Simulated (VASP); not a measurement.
# Ti3Al (P-6m2) in VASP: a series of runs

Ti3Al is run at these levels: PBE; tasks: single point.

All numbers are computed with VASP 6.6.1; they aren't measurements. Logs are shortened: lines on timing, memory, paths and dates and some standing lists are left out, and cuts for length are marked.

**1. The cell of the first run**

Symmetry: P-6m2, No. 187, hexagonal system. Conventional cell: a = 2.879 Å, b = 2.879 Å, c = 9.557 Å, α = 90.00°, β = 90.00°, γ = 120.00°. Ti (site symmetry -6m2) has 12 Ti at 2.78 to 2.88 Å within 3.7 Å. Within 3.7 Å of Ti (site symmetry 3m) lie 9 Ti at 2.78 to 2.88 Å and 3 Al at 3.04 Å. Al (site symmetry -6m2) has 6 Al at 2.88 Å and 6 Ti at 3.04 Å within 3.8 Å.

**2. Single point, PBE**

INCAR reads:

```
SYSTEM = Ti3Al
PREC = Accurate ; ENCUT = 520
EDIFF = 1E-6 ; ISMEAR = 0
SIGMA = 0.15 ; LREAL = .FALSE.
LASPH = .TRUE. ; NELM = 100
ALGO = Fast ; ISIF = 2
LWAVE = .FALSE. ; LCHARG = .FALSE.
GGA = PE ; NBANDS = 28
```

KPOINTS reads:

```
regular mesh
0
G
  15 15 6
  0 0 0
```

POSCAR reads:

```
Ti3Al
1.0
    2.8794395691      0.0000000000      0.0000000000
   -1.4397197845      2.4936678155      0.0000000000
    0.0000000000      0.0000000000      9.5568599297
Ti Al
3 1
Direct
    0.6666666667      0.3333333333      0.0000000000
    0.3333333333      0.6666666667      0.7667062293
    0.3333333333      0.6666666667      0.2332937707
    0.6666666667      0.3333333333      0.5000000000
```

Potentials or basis: VASP PAW PBE potentials, release 64 (Ti_sv, Al).

On the command line:

```console
$ cat potpaw_PBE.64/Ti_sv/POTCAR potpaw_PBE.64/Al/POTCAR > POTCAR
$ mpirun -np 1 vasp_std > vasp.out
```

OUTCAR:

```text
SYSTEM = Ti3Al
   PREC = Accurate
   ENCUT = 520
   EDIFF = 1E-6
   ISMEAR = 0
   LREAL = .FALSE.
   LASPH = .TRUE.
   NELM = 100
   ISIF = 2
   GGA = PE

 ion  position               nearest neighbor table
   1  0.667  0.333  0.000-   2 2.78   3 2.78   2 2.78   3 2.78   2 2.78   3 2.78
   2  0.333  0.667  0.767-   1 2.78   1 2.78   1 2.78   4 3.04   4 3.04   4 3.04
   3  0.333  0.667  0.233-   1 2.78   1 2.78   1 2.78   4 3.04   4 3.04   4 3.04
   4  0.667  0.333  0.500-   2 3.04   3 3.04   2 3.04   3 3.04   2 3.04   3 3.04

  LATTYP: Found a hexagonal cell.
 ALAT       =     2.8794395691
 C/A-ratio  =     3.3190000000

  Lattice vectors:

 A1 = (   2.8794395691,   0.0000000000,   0.0000000000)
 A2 = (  -1.4397197845,   2.4936678155,   0.0000000000)
 A3 = (   0.0000000000,   0.0000000000,   9.5568599297)

Analysis of symmetry for initial positions (statically):
=====================================================================
 Subroutine PRICEL returns:
 Original cell was already a primitive cell.

 Routine SETGRP: Setting up the symmetry group for a
 hexagonal supercell.

 Subroutine GETGRP returns: Found 12 space group operations
 (whereof 12 operations were pure point group operations)
 out of a pool of 24 trial point group operations.

The static configuration has the point symmetry D_3h.

Analysis of symmetry for dynamics (positions and initial velocities):
=====================================================================
 Subroutine PRICEL returns:
 Original cell was already a primitive cell.

 Routine SETGRP: Setting up the symmetry group for a
 hexagonal supercell.

 Subroutine GETGRP returns: Found 12 space group operations
 (whereof 12 operations were pure point group operations)
 out of a pool of 24 trial point group operations.

The dynamic configuration has the point symmetry D_3h.

 Subroutine INISYM returns: Found 12 space group operations
 (whereof 12 operations are pure point group operations),
 and found     1 'primitive' translations

----------------------------------------------------------------------------------------

                                     Primitive cell

  volume of cell :      68.6218

  direct lattice vectors                    reciprocal lattice vectors
     2.879439569  0.000000000  0.000000000     0.347289803  0.200507861  0.000000000
    -1.439719785  2.493667815  0.000000000     0.000000000  0.401015722  0.000000000
     0.000000000  0.000000000  9.556859930     0.000000000  0.000000000  0.104636879

  length of vectors
     2.879439569  2.879439569  9.556859930     0.401015722  0.401015722  0.104636879

  position of ions in fractional coordinates (direct lattice)
     0.666666667  0.333333333  0.000000000
     0.333333333  0.666666667  0.766706229
     0.333333333  0.666666667  0.233293771
     0.666666667  0.333333333  0.500000000

  ion indices of the primitive-cell ions
   primitive index   ion index
                 1           1
                 2           2
                 3           3
                 4           4

----------------------------------------------------------------------------------------

 KPOINTS: regular mesh

Automatic generation of k-mesh.
 Grid dimensions read from file:
 generate k-points for:   15   15    6

 Generating k-lattice:

  Cartesian coordinates                     Fractional coordinates (reciprocal lattice)
     0.023152654  0.013367191  0.000000000     0.066666667  0.000000000  0.000000000
     0.000000000  0.026734381  0.000000000     0.000000000  0.066666667  0.000000000
     0.000000000  0.000000000  0.017439480     0.000000000  0.000000000  0.166666667

  Length of vectors
     0.026734381  0.026734381  0.017439480

  Shift w.r.t. Gamma in fractional coordinates (k-lattice)
     0.000000000  0.000000000  0.000000000

 Subroutine IBZKPT returns following result:
 ===========================================

 Found    108 irreducible k-points:

 Following reciprocal coordinates:
            Coordinates               Weight
  0.000000  0.000000  0.000000      1.000000
  0.066667 -0.000000  0.000000      6.000000
  0.133333 -0.000000  0.000000      6.000000
  0.200000 -0.000000  0.000000      6.000000
  0.266667 -0.000000  0.000000      6.000000
  0.333333 -0.000000  0.000000      6.000000
[... 16 lines left out ...]
  0.333333  0.200000  0.000000     12.000000
  0.400000  0.200000  0.000000      6.000000
 [... further k-points ...]
   k-points           NKPTS =    108   k-points in BZ     NKDIM =    108   number of bands    NBANDS=     28
   number of dos      NEDOS =    301   number of ions     NIONS =      4
   total plane-waves  NPLWV =  41472
   dimension x,y,z NGX =    24 NGY =   24 NGZ =   72
   dimension x,y,z NGXF=    48 NGYF=   48 NGZF=  144
   ions per type =               3   1
   NGX,Y,Z   is equivalent  to a cutoff of  13.86, 13.86, 12.52 a.u.
   NGXF,Y,Z  is equivalent  to a cutoff of  27.71, 27.71, 25.05 a.u.
 SYSTEM =  Ti3Al
   PREC   = accura    normal or accurate (medium, high low for compatibility)
   ISTART =      0    job   : 0-new  1-cont  2-samecut
   ICHARG =      2    charge: 1-file 2-atom 10-const
   ISPIN  =      1    spin polarized calculation?
   LNONCOLLINEAR =      F non collinear calculations
   LSORBIT =      F    spin-orbit coupling
   LASPH  =      T    aspherical Exc in radial PAW
   ENCUT  =  520.0 eV  38.22 Ry    6.18 a.u.   5.35  5.35 17.77*2*pi/ulx,y,z
   NELM   =    100;   NELMIN=  2; NELMDL= -5     # of ELM steps
   EDIFF  = 0.1E-05   stopping-criterion for ELM
   LREAL  =      F    real-space projection
   EDIFFG = 0.1E-04   stopping-criterion for IOM
   NSW    =      0    number of steps for IOM
   IBRION =     -1    ionic relax: 0-MD 1-quasi-New 2-CG
   NFREE  =      0    steps in history (QN), initial steepest desc. (CG)
   ISIF   =      2    stress and relaxation
   ISYM   =      2    0-nonsym 1-usesym 2-fastsym
   POTIM  = 0.5000    time-step for ionic-motion
   TEBEG  =    0.0;   TEEND  =   0.0 temperature during run
   PSTRESS=    0.0 pullay stress
   NELECT =      39.0000    total number of electrons
   NUPDOWN=      -1.0000    fix difference up-down
   EMIN   =  10.00;   EMAX   =-10.00  energy-range for DOS
   EFERMI =   0.00;   METHOD = LEGACY
   ISMEAR =     0;   SIGMA  =   0.15  broadening in eV -4-tet -1-fermi 0-gaus
   EFERMI_NEDOS =   21; number of points for ismear=-14 and -15
   IALGO  =     68    algorithm
   IMIX   =      4    mixing-type and parameters
     AMIX     =   0.40;   BMIX     =  1.00
     AMIX_MAG =   1.60;   BMIX_MAG =  1.00
  volume/ion in A,a.u.               =      17.16       115.77
  Fermi-wavevector in a.u.,A,eV,Ry     =   1.356050  2.562563 25.019375  1.838872
  Thomas-Fermi vector in A             =   2.483086
   LORBIT       =      0    0 simple, 1 ext, 2 COOP (PROOUT), +10 PAW based schemes
   GGA     = PE    functional components
   LHFCALC =     F    Hartree Fock is set to
   AEXX    =    0.0000 exact exchange contribution
   IVDW    =     0    specifies the selected vdW correction
   LEPSILON=     F    determine dielectric tensor
   LRPA    =     F    only Hartree local field effects (RPA)
 non-spin polarized calculation
 RMM-DIIS sequential band-by-band and
 Gauss-broadening in eV      SIGMA  =   0.15
  energy-cutoff  :      520.00
  volume of cell :       68.62
 maximum number of plane-waves:      1884
 NGX is ok and might be reduce to    24
   NGX = 11   NGY = 11   NGZ = 35

 number of electron      39.0000003 magnetization

 Free energy of the ion-electron system (eV)
  ---------------------------------------------------
  ext. energy  EPLUGINS =         0.00000000
  ---------------------------------------------------
  free energy    TOTEN  =       -27.54406745 eV

  energy without entropy =      -27.49721086  energy(sigma->0) =      -27.52063916

 E-fermi :   8.0330     XC(G=0): -11.1668

 val. band max:        8.0313896713   @ k =   0.2000   0.2000   0.3333
 cond. band min:       8.0389713795   @ k =   0.2000  -0.0000   0.3333
 fundamental gap:      0.0075817082
 Fermi energy:         8.0330483877

 k-point     1 :       0.0000    0.0000    0.0000
  band No.  band energies     occupation
      1     -48.7151      2.00000
      2     -48.6895      2.00000
      3     -48.4900      2.00000
      4     -25.2659      2.00000
      5     -25.0209      2.00000
      6     -24.6075      2.00000
[... 20 lines left out ...]
     27      10.1886      0.00000
     28      11.5342      0.00000

 k-point     2 :       0.0667   -0.0000    0.0000
  band No.  band energies     occupation
      1     -48.7103      2.00000
      2     -48.6856      2.00000
      3     -48.4869      2.00000
      4     -25.2571      2.00000
      5     -25.0205      2.00000
      6     -24.6343      2.00000
[... 20 lines left out ...]
     27      10.1433      0.00000
     28      10.7699      0.00000

 k-point     3 :       0.1333   -0.0000    0.0000
  band No.  band energies     occupation
      1     -48.6969      2.00000
      2     -48.6746      2.00000
      3     -48.4784      2.00000
      4     -25.2320      2.00000
      5     -25.0211      2.00000
      6     -24.7145      2.00000
[... 20 lines left out ...]
     27      10.0570      0.00000
     28      10.5628      0.00000

 k-point     4 :       0.2000   -0.0000    0.0000
  band No.  band energies     occupation
      1     -48.6769      2.00000
      2     -48.6585      2.00000
      3     -48.4660      2.00000
      4     -25.1955      2.00000
      5     -25.0285      2.00000
      6     -24.8161      2.00000
[... 20 lines left out ...]
     27      10.0914      0.00000
     28      10.5339      0.00000

 k-point     5 :       0.2667   -0.0000    0.0000
  band No.  band energies     occupation
      1     -48.6537      2.00000
      2     -48.6398      2.00000
      3     -48.4518      2.00000
      4     -25.1586      2.00000
      5     -25.0527      2.00000
      6     -24.9183      2.00000
[... 20 lines left out ...]
     27      10.3925      0.00000
     28      10.7012      0.00000

 k-point     6 :       0.3333   -0.0000    0.0000
  band No.  band energies     occupation
      1     -48.6312      2.00000
      2     -48.6219      2.00000
      3     -48.4383      2.00000
      4     -25.1504      2.00000
      5     -25.1018      2.00000
      6     -25.0033      2.00000
[... 463 lines left out ...]
      5     -25.0785      2.00000
      6     -24.9941      2.00000
[... 20 lines left out ...]
     27      10.9866      0.00000
     28      11.0857      0.00000

 k-point    22 :       0.2667    0.2000    0.0000
  band No.  band energies     occupation
      1     -48.6090      2.00000
      2     -48.6043      2.00000
      3     -48.4253      2.00000
      4     -25.1370      2.00000
      5     -25.1049      2.00000
      6     -25.0438      2.00000
[... 20 lines left out ...]
     27      10.9995      0.00000
     28      11.0273      0.00000

 k-point    23 :       0.3333    0.2000    0.0000
  band No.  band energies     occupation
      1     -48.5975      2.00000
      2     -48.5953      2.00000
      3     -48.4187      2.00000
      4     -25.1523      2.00000
      5     -25.1319      2.00000
      6     -25.0651      2.00000
[... 20 lines left out ...]
     27      11.0161      0.00000
     28      11.3889      0.00000

 k-point    24 :       0.4000    0.2000    0.0000
  band No.  band energies     occupation
      1     -48.5934      2.00000
      2     -48.5921      2.00000
      3     -48.4164      2.00000
      4     -25.1588      2.00000
      5     -25.1434      2.00000
      6     -25.0693      2.00000
[... 20 lines left out ...]
     27      10.9855      0.00000
     28      11.5430      0.00000

 [... further k-points ...]

------------------------ aborting loop because EDIFF is reached ----------------------------------------

  FORCE on cell =-STRESS in cart. coord.  units (eV):
  Direction    XX          YY          ZZ          XY          YZ          ZX
  --------------------------------------------------------------------------------------
  -------------------------------------------------------------------------------------
  Total        1.7400137      1.7400137     -1.8537010      0.0000000      0.0000000      0.0000000
  in kB       40.6257560     40.6257560    -43.2801227      0.0000000      0.0000000      0.0000000
  external PRESSURE =      12.6571298 kB  Pullay stress =       0.0000000 kB

 VOLUME and BASIS-vectors are now :
 -----------------------------------------------------------------------------
  energy-cutoff  :      520.00
  volume of cell :       68.62
      direct lattice vectors                 reciprocal lattice vectors
     2.879439569  0.000000000  0.000000000     0.347289803  0.200507861  0.000000000
    -1.439719785  2.493667815  0.000000000     0.000000000  0.401015722  0.000000000
     0.000000000  0.000000000  9.556859930     0.000000000  0.000000000  0.104636879

 POSITION                                       TOTAL-FORCE (eV/Angst)
 -----------------------------------------------------------------------------------
      1.43972      0.83122      0.00000         0.000000      0.000000      0.000000
     -0.00000      1.66245      7.32730         0.000000     -0.000000     -1.130860
     -0.00000      1.66245      2.22956         0.000000     -0.000000      1.130860
      1.43972      0.83122      4.77843        -0.000000      0.000000      0.000000
 -----------------------------------------------------------------------------------
    total drift:                                0.000000     -0.000000      0.000000

  FREE ENERGIE OF THE ION-ELECTRON SYSTEM (eV)
  ---------------------------------------------------
  free  energy   TOTEN  =       -27.5440674514 eV

  energy  without entropy=      -27.4972108599  energy(sigma->0) =      -27.52063916
```

Run time: 24 min. Hardware: 1 thread of Intel Xeon 8259CL, shared host; peak memory 0.32 GiB.

What came out:

- Free energy: -27.5441 eV
- Pressure: 1.3 GPa
- Largest force: 1.131 eV/Å
- Band gap on the k mesh: zero (an odd number of electrons rules out a gap without spin polarisation)

Forces in eV/Å, atoms in the order of the input:
```
Ti   0.000  0.000  0.000
Ti   0.000  0.000 -1.131
Ti   0.000  0.000  1.131
Al   0.000  0.000  0.000
```

Levels at points of the mesh, in eV from the Fermi level:
```csv
k point,band 18,band 19,band 20,band 21,band 22,band 23
"(0.00, 0.00, 0.00)",0.61,0.80,0.80,0.85,0.85,0.86
"(0.00, 0.00, 0.50)",0.53,0.81,0.81,0.84,0.84,0.87
```

Caveat: the stress differs along the axes, from -4 to 4 GPa; forces of over 1 eV/Å act on the atoms, so gaps and moduli don't describe the material at rest.

[end of part 1 of 2]
